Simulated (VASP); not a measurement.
Ga4N: single point with PBE

Ga4N:

```
Ga N
1.0
     3.78304    0.00000    0.00000
     0.00000    3.78304    0.00000
     0.00000    0.00000    5.91852
Ga N
4 1
Direct
  0.50000 0.00000 0.26109
  0.00000 0.50000 0.73891
  0.50000 0.00000 0.73891
  0.00000 0.50000 0.26109
  0.00000 0.00000 0.00000
```

| Quantity | Value |
| --- | --- |
| Program | VASP 6.6.1 |
| Task | single point |
| Functional | PBE |
| Potentials or basis | VASP PAW PBE potentials, release 64 (Ga_d, N) |
| Cutoff | 520 eV |
| k mesh | 10 × 10 × 6 |
| Occupations | gaussian, width 0.1 eV |
| Spin | no spin polarisation |
| Dipole correction | no |
| Further INCAR settings | ALGO = Normal; EDIFF = 1e-06; NBANDS = 36 |

* Pressure: 0.1 GPa
* Largest force: 0.010 eV/Å

Forces in eV/Å, atoms in the order of the input:
```
Ga   0.000  0.000  0.010
Ga   0.000  0.000 -0.010
Ga   0.000  0.000 -0.010
Ga   0.000  0.000  0.010
N    0.000  0.000  0.000
```

Stress tensor (GPa, compression positive):
```
0.15 0.00 0.00
0.00 0.15 0.00
0.00 0.00 0.05
```

Levels at points of the mesh, in eV from the Fermi level:
| k point | band 24 | band 25 | band 26 | band 27 | band 28 | band 29 | band 30 | band 31 | band 32 | band 33 |
| --- | --- | --- | --- | --- | --- | --- | --- | --- | --- | --- |
| (0.00, 0.00, 0.00) | -3.51 | -3.51 | -1.99 | -1.09 | -0.74 | 1.69 | 1.69 | 1.71 | 1.71 | 2.94 |
| (0.50, 0.00, 0.00) | -6.32 | -4.93 | -3.58 | -2.88 | 0.31 | 0.48 | 2.24 | 2.53 | 4.57 | 4.64 |
| (0.50, 0.50, 0.00) | -4.91 | -4.07 | -2.73 | -2.73 | -2.71 | -2.71 | -2.12 | -1.57 | 3.57 | 3.80 |
| (0.00, 0.00, 0.50) | -3.34 | -3.34 | -3.16 | -0.21 | -0.03 | 0.21 | 0.21 | 1.36 | 2.32 | 3.26 |
| (0.50, 0.00, 0.50) | -7.07 | -4.03 | -2.82 | -2.05 | -0.84 | 2.09 | 2.87 | 3.13 | 3.37 | 3.57 |
| (0.50, 0.50, 0.50) | -5.46 | -5.12 | -5.12 | -3.22 | -2.97 | 0.17 | 0.70 | 0.70 | 0.90 | 3.41 |

It took 110 s on 1 thread of AMD EPYC 9R45 96-Core Processor (Zen 5) (shared host), peak memory 0.29 GiB.
